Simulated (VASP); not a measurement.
# Ge4W (I4/m) in VASP: single point with r2SCAN

Aim: the single point of Ge4W with r2SCAN.

All numbers are computed with VASP 6.6.1; they aren't measurements. Logs are shortened: lines on timing, memory, paths and dates and some standing lists are left out, and cuts for length are marked.

### Step 1. The cell of the first run

Symmetry: I4/m, No. 87, tetragonal system. Conventional cell: a = 6.581 Å, b = 6.581 Å, c = 4.081 Å, α = 90.00°, β = 90.00°, γ = 90.00°. Within 3.8 Å of Ge (site symmetry m) lie 9 Ge at 2.91 to 2.94 Å and 3 W at 2.91 to 2.94 Å. Within 3.8 Å of W (site symmetry 4/m) lie 12 Ge at 2.91 to 2.94 Å.

### Step 2. Single point, r2SCAN

Contents of POSCAR:

```
Ge4W
1.0
    0.0000000000      0.0000000000      4.0806511300
    3.2904776200     -3.2904776200      2.0403255600
    3.2904776200      3.2904776200     -2.0403255600
Ge W
4 1
Direct
    0.4000000000      0.8000000000      0.6000000000
    0.2000000000      0.4000000000      0.8000000000
    0.6000000000      0.2000000000      0.4000000000
    0.8000000000      0.6000000000      0.2000000000
    0.0000000000      0.0000000000      0.0000000000
```

Contents of INCAR.step1:

```
PREC = Accurate
ENCUT = 520
ISMEAR = -5
SIGMA = 0.1
LREAL = False
LASPH = True
NELM = 100
LMAXMIX = 4
GGA = PE
ALGO = Normal
EDIFF = 1E-4
LWAVE = True
LCHARG = False
```

Contents of INCAR.step2:

```
PREC = Accurate
ENCUT = 520
EDIFF = 1E-7
ISMEAR = -1
SIGMA = 0.1
LREAL = False
LASPH = True
NELM = 100
ALGO = Normal
ISIF = 2
LWAVE = False
LCHARG = False
LMAXMIX = 4
METAGGA = R2SCAN
LMIXTAU = True
LORBIT = 11
ISTART = 1
```

Contents of KPOINTS:

```
Automatic mesh
0
Gamma
  8 8 8
```

Potentials or basis: VASP PAW PBE potentials, release 64 (Ge_d, W_sv).

The run is started by

```
$ cat potpaw_PBE.64/Ge_d/POTCAR potpaw_PBE.64/W_sv/POTCAR > POTCAR
$ cp INCAR.step1 INCAR
$ mpirun -np 1 vasp_std > vasp.out
$ cp INCAR.step2 INCAR
$ mpirun -np 1 vasp_std > vasp.out
```

OUTCAR:

```text
PREC = Accurate
   ENCUT = 520
   EDIFF = 1E-7
   ISMEAR = -1
   LREAL = False
   LASPH = True
   NELM = 100
   ISIF = 2
   METAGGA = R2SCAN
   LORBIT = 11
   ISTART = 1

 ion  position               nearest neighbor table
   1  0.400  0.800  0.600-   2 2.91   3 2.91   4 2.91   5 2.91   4 2.91   5 2.91   3 2.91   2 2.91
                             5 2.94
   2  0.200  0.400  0.800-   1 2.91   5 2.91   3 2.91   4 2.91   3 2.91   4 2.91   5 2.91   1 2.91
                             5 2.94
   3  0.600  0.200  0.400-   4 2.91   1 2.91   2 2.91   5 2.91   2 2.91   5 2.91   1 2.91   4 2.91
                             5 2.94
   4  0.800  0.600  0.200-   3 2.91   5 2.91   1 2.91   2 2.91   1 2.91   2 2.91   5 2.91   3 2.91
                             5 2.94
   5  0.000  0.000  0.000-   2 2.91   4 2.91   3 2.91   1 2.91   3 2.91   1 2.91   4 2.91   2 2.91
                             3 2.94   2 2.94   4 2.94   1 2.94

  LATTYP: Found a body centered tetragonal cell.
 ALAT       =     6.5809552400
 C/A-ratio  =     0.6200697287

  Lattice vectors:

 A1 = (   3.2904776200,  -3.2904776200,  -2.0403255700)
 A2 = (  -3.2904776200,   3.2904776200,  -2.0403255600)
 A3 = (   3.2904776200,   3.2904776200,   2.0403255700)

Analysis of symmetry for initial positions (statically):
=====================================================================
 Subroutine PRICEL returns:
 Original cell was already a primitive cell.

 Routine SETGRP: Setting up the symmetry group for a
 body centered tetragonal supercell.

 Subroutine GETGRP returns: Found  8 space group operations
 (whereof  8 operations were pure point group operations)
 out of a pool of 16 trial point group operations.

The static configuration has the point symmetry C_4h.

Analysis of symmetry for dynamics (positions and initial velocities):
=====================================================================
 Subroutine PRICEL returns:
 Original cell was already a primitive cell.

 Routine SETGRP: Setting up the symmetry group for a
 body centered tetragonal supercell.

 Subroutine GETGRP returns: Found  8 space group operations
 (whereof  8 operations were pure point group operations)
 out of a pool of 16 trial point group operations.

The dynamic configuration has the point symmetry C_4h.

 Subroutine INISYM returns: Found  8 space group operations
 (whereof  8 operations are pure point group operations),
 and found     1 'primitive' translations

----------------------------------------------------------------------------------------

                                     Primitive cell

  volume of cell :      88.3644

  direct lattice vectors                    reciprocal lattice vectors
     0.000000000  0.000000000  4.080651130     0.000000000  0.151953624  0.245058930
     3.290477620 -3.290477620  2.040325560     0.151953624 -0.151953624  0.000000000
     3.290477620  3.290477620 -2.040325560     0.151953624  0.151953624  0.000000000

  length of vectors
     4.080651130  5.081083972  5.081083972     0.288346637  0.214894876  0.214894876

  position of ions in fractional coordinates (direct lattice)
     0.400000000  0.800000000  0.600000000
     0.200000000  0.400000000  0.800000000
     0.600000000  0.200000000  0.400000000
     0.800000000  0.600000000  0.200000000
     0.000000000  0.000000000  0.000000000

  ion indices of the primitive-cell ions
   primitive index   ion index
                 1           1
                 2           2
                 3           3
                 4           4
                 5           5

----------------------------------------------------------------------------------------

 KPOINTS: Automatic mesh

Automatic generation of k-mesh.
 Grid dimensions read from file:
 generate k-points for:    8    8    8

 Generating k-lattice:

  Cartesian coordinates                     Fractional coordinates (reciprocal lattice)
     0.000000000  0.018994203  0.030632366     0.125000000  0.000000000 -0.000000000
     0.018994203 -0.018994203  0.000000000     0.000000000  0.125000000  0.000000000
     0.018994203  0.018994203  0.000000000     0.000000000  0.000000000  0.125000000

  Length of vectors
     0.036043330  0.026861860  0.026861860

  Shift w.r.t. Gamma in fractional coordinates (k-lattice)
     0.000000000  0.000000000  0.000000000

 Subroutine IBZKPT returns following result:
 ===========================================

 Found     78 irreducible k-points:

 Following reciprocal coordinates:
            Coordinates               Weight
  0.000000  0.000000  0.000000      1.000000
  0.125000  0.000000 -0.000000      8.000000
  0.250000  0.000000 -0.000000      8.000000
  0.375000  0.000000 -0.000000      8.000000
  0.500000  0.000000 -0.000000      4.000000
  0.000000  0.125000  0.000000      4.000000
[... 16 lines left out ...]
  0.250000  0.500000 -0.000000      8.000000
 -0.125000  0.250000 -0.000000      8.000000
 [... further k-points ...]
   k-points           NKPTS =     78   k-points in BZ     NKDIM =     78   number of bands    NBANDS=     42
   number of dos      NEDOS =    301   number of ions     NIONS =      5
   total plane-waves  NPLWV =  48000
   dimension x,y,z NGX =    30 NGY =   40 NGZ =   40
   dimension x,y,z NGXF=    60 NGYF=   80 NGZF=   80
   ions per type =               4   1
   NGX,Y,Z   is equivalent  to a cutoff of  12.22, 13.09, 13.09 a.u.
   NGXF,Y,Z  is equivalent  to a cutoff of  24.44, 26.17, 26.17 a.u.
 SYSTEM =  unknown system
   PREC   = accura    normal or accurate (medium, high low for compatibility)
   ISTART =      1    job   : 0-new  1-cont  2-samecut
   ICHARG =      0    charge: 1-file 2-atom 10-const
   ISPIN  =      1    spin polarized calculation?
   LNONCOLLINEAR =      F non collinear calculations
   LSORBIT =      F    spin-orbit coupling
   LASPH  =      T    aspherical Exc in radial PAW
   ENCUT  =  520.0 eV  38.22 Ry    6.18 a.u.   7.59  9.45  9.45*2*pi/ulx,y,z
   NELM   =    100;   NELMIN=  2; NELMDL=  0     # of ELM steps
   EDIFF  = 0.1E-06   stopping-criterion for ELM
   LREAL  =      F    real-space projection
   EDIFFG = 0.1E-05   stopping-criterion for IOM
   NSW    =      0    number of steps for IOM
   IBRION =     -1    ionic relax: 0-MD 1-quasi-New 2-CG
   NFREE  =      0    steps in history (QN), initial steepest desc. (CG)
   ISIF   =      2    stress and relaxation
   ISYM   =      2    0-nonsym 1-usesym 2-fastsym
   POTIM  = 0.5000    time-step for ionic-motion
   TEBEG  =    0.0;   TEEND  =   0.0 temperature during run
   PSTRESS=    0.0 pullay stress
   NELECT =      70.0000    total number of electrons
   NUPDOWN=      -1.0000    fix difference up-down
   EMIN   =  10.00;   EMAX   =-10.00  energy-range for DOS
   EFERMI =   0.00;   METHOD = LEGACY
   ISMEAR =    -1;   SIGMA  =   0.10  broadening in eV -4-tet -1-fermi 0-gaus
   EFERMI_NEDOS =   21; number of points for ismear=-14 and -15
   IALGO  =     38    algorithm
   IMIX   =      4    mixing-type and parameters
     AMIX     =   0.40;   BMIX     =  1.00
     AMIX_MAG =   1.60;   BMIX_MAG =  1.00
  volume/ion in A,a.u.               =      17.67       119.26
  Fermi-wavevector in a.u.,A,eV,Ry     =   1.514776  2.862511 31.219195  2.294546
  Thomas-Fermi vector in A             =   2.624388
   LORBIT       =     11    0 simple, 1 ext, 2 COOP (PROOUT), +10 PAW based schemes
   METAGGA = R2SCAN    functional components
   LHFCALC =     F    Hartree Fock is set to
   AEXX    =    0.0000 exact exchange contribution
   IVDW    =     0    specifies the selected vdW correction
   LEPSILON=     F    determine dielectric tensor
   LRPA    =     F    only Hartree local field effects (RPA)
 non-spin polarized calculation
  energy-cutoff  :      520.00
  volume of cell :       88.36
 maximum number of plane-waves:      2416
   NGX = 15   NGY = 19   NGZ = 19

 number of electron      70.0000050 magnetization

 Free energy of the ion-electron system (eV)
  ---------------------------------------------------
  ext. energy  EPLUGINS =         0.00000000
  ---------------------------------------------------
  free energy    TOTEN  =      -103.43244381 eV

  energy without entropy =     -103.31627754  energy(sigma->0) =     -103.37436067

 E-fermi :   7.9369     XC(G=0): -13.1329

 val. band max:        7.9246198783   @ k =   0.1250   0.3750   0.1250
 cond. band min:       7.9408879812   @ k =  -0.2500   0.2500   0.0000
 fundamental gap:      0.0162681029
 Fermi energy:         7.9368901037

 k-point     1 :       0.0000    0.0000    0.0000
  band No.  band energies     occupation
      1     -68.3280      2.00000
      2     -31.8942      2.00000
      3     -31.8423      2.00000
      4     -31.8423      2.00000
      5     -17.6203      2.00000
      6     -17.6192      2.00000
[... 34 lines left out ...]
     41      11.3850      0.00000
     42      11.5012      0.00000

 k-point     2 :       0.1250    0.0000   -0.0000
  band No.  band energies     occupation
      1     -68.3280      2.00000
      2     -31.8963      2.00000
      3     -31.8422      2.00000
      4     -31.8422      2.00000
      5     -17.6299      2.00000
      6     -17.6238      2.00000
[... 34 lines left out ...]
     41      10.7509      0.00000
     42      12.2119      0.00000

 k-point     3 :       0.2500    0.0000   -0.0000
  band No.  band energies     occupation
      1     -68.3279      2.00000
      2     -31.9013      2.00000
      3     -31.8420      2.00000
      4     -31.8420      2.00000
      5     -17.6316      2.00000
      6     -17.6264      2.00000
[... 897 lines left out ...]
      4     -31.8419      2.00000
      5     -17.6439      2.00000
      6     -17.6259      2.00000
[... 34 lines left out ...]
     41      12.2130      0.00000
     42      12.5624      0.00000

 k-point    24 :      -0.1250    0.2500   -0.0000
  band No.  band energies     occupation
      1     -68.3280      2.00000
      2     -31.8963      2.00000
      3     -31.8432      2.00000
      4     -31.8421      2.00000
      5     -17.6539      2.00000
      6     -17.6303      2.00000
[... 34 lines left out ...]
     41      11.4325      0.00000
     42      12.4104      0.00000

 [... further k-points ...]
[... 5 lines left out ...]
  --------------------------------------------------------------------------------------
  -------------------------------------------------------------------------------------
  Total       -4.3350481     -4.3350481     -4.7760154     -0.0000155     -0.0000000      0.0000000
  in kB      -78.6008349    -78.6008349    -86.5962245     -0.0002802     -0.0000001      0.0000000
  external PRESSURE =     -81.2659648 kB  Pullay stress =       0.0000000 kB

 VOLUME and BASIS-vectors are now :
 -----------------------------------------------------------------------------
  energy-cutoff  :      520.00
  volume of cell :       88.36
      direct lattice vectors                 reciprocal lattice vectors
     0.000000000  0.000000000  4.080651130     0.000000000  0.151953624  0.245058930
     3.290477620 -3.290477620  2.040325560     0.151953624 -0.151953624  0.000000000
     3.290477620  3.290477620 -2.040325560     0.151953624  0.151953624  0.000000000

 POSITION                                       TOTAL-FORCE (eV/Angst)
 -----------------------------------------------------------------------------------
      4.60667     -0.65810      2.04033         0.112275     -0.623098     -0.000000
      3.94857      1.31619      0.00000         0.623098      0.112275      0.000000
      1.97429      0.65810      2.04033        -0.112275      0.623098      0.000000
      2.63238     -1.31619      4.08065        -0.623098     -0.112275     -0.000000
      0.00000      0.00000      0.00000         0.000000      0.000000      0.000000
 -----------------------------------------------------------------------------------
    total drift:                               -0.000000     -0.000000     -0.000000

  FREE ENERGIE OF THE ION-ELECTRON SYSTEM (eV)
  ---------------------------------------------------
  free  energy   TOTEN  =      -103.4324438053 eV

  energy  without entropy=     -103.3162775436  energy(sigma->0) =     -103.37436067

 total charge

# of ion       s       p       d       tot
------------------------------------------
    1        1.189   1.010  10.048  12.247
    2        1.189   1.010  10.048  12.247
    3        1.189   1.010  10.048  12.247
    4        1.189   1.010  10.048  12.247
    5        2.306   6.145   3.303  11.754
--------------------------------------------------
tot          7.061  10.185  43.496  60.742
```

Wall time 12 min (1 thread of Intel Xeon Platinum 8488C (Sapphire Rapids), shared host); peak memory 0.38 GiB.

Results:

```
Free energy                                           : -103.4324 eV
Pressure                                              : -8.1 GPa
Largest force                                         : 0.633 eV/Å
Band gap on the k mesh                                : zero (band 35 reaches 8.38 eV, above the bottom of band 36 at 7.01 eV)
Valence electrons inside the program's atomic spheres : Ge 12.25; W 11.75
```

Forces on the atoms (eV/Å):
```
Ge   0.112 -0.623  0.000
Ge   0.623  0.112  0.000
Ge  -0.112  0.623  0.000
Ge  -0.623 -0.112  0.000
W    0.000  0.000  0.000
```

Caveat: the PAW data sets were made with another functional, which shifts forces and pressure a little; spin-orbit coupling is left out, which moves the levels of the heavy elements.
